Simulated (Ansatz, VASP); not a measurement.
## One calculation of CsH, two programs

The input INCAR:

```
SYSTEM = CsH
PREC     = Accurate       ! precision mode
ENCUT    = 500            ! plane-wave cutoff, eV
EDIFF    = 1E-6           ! SCF threshold, eV
ISMEAR   = 0              ! smearing method
SIGMA    = 0.01           ! smearing width, eV
LREAL    = .FALSE.        ! projectors in reciprocal space
LASPH    = .TRUE.         ! aspherical terms in the spheres
NELM     = 120            ! most SCF steps
ALGO     = Normal         ! electronic algorithm
ISIF     = 2              ! what is computed and relaxed
LWAVE    = .FALSE.        ! write WAVECAR
LCHARG   = .FALSE.        ! write CHGCAR
NBANDS   = 12             ! bands
GGA_COMPAT= .FALSE.
```

Contents of KPOINTS:

```
Automatic mesh
0
G
  6 6 6
  0 0 0
```

POSCAR

```
CsH
1.0
    0.0000000000      3.1880000000      3.1880000000
    3.1880000000      0.0000000000      3.1880000000
    3.1880000000      3.1880000000      0.0000000000
Cs H
1 1
Direct
    0.0000000000      0.0000000000      0.0000000000
    0.5000000000      0.5000000000      0.5000000000
```

Input for Ansatz:

```yaml
crystal:
  lattice:
    bravais: fcc
    a: 6.376
  space_group: 225
  atoms:
    - { symbol: Cs, position: [0.0, 0.0, 0.0] }
    - { symbol: H, position: [0.5, 0.0, 0.0] }
  reduce_to_primitive: true
kpoints:
  mp_grid:
    grid: [6, 6, 6]
hamiltonian:
  xc: lda
  pseudopotentials:
    kind: paw
scf:
  occupations:
    method: fixed
output:
  forces: true
  stress: true
  eigenvalues: true
```

Alike in both runs: task single point; functional LDA; k mesh 6 × 6 × 6; no spin polarisation.

|  | VASP | Ansatz |
| --- | --- | --- |
| version | VASP 6.6.1 | Ansatz 0.2.0 |
| potentials or method | VASP PAW LDA potentials, release 64 (Cs_sv, H) | plane waves, PAW |
| plane-wave cutoff (eV) | 500 | 420 |
| occupations | gaussian, width 0.01 eV | fixed |
| valence electrons in the cell | 10 | 10 |

|  | VASP | Ansatz | Ansatz less VASP |
| --- | --- | --- | --- |
| gap on the k mesh at the Fermi level (eV) | 1.94 | 1.95 | +0.018 |
| pressure (GPa) | -1.2 | -1.3 | -0.01 |

LDA's correlation is that of Perdew and Zunger in VASP and of Perdew and Wang (1992) in Ansatz.

Spin-orbit coupling is off throughout.
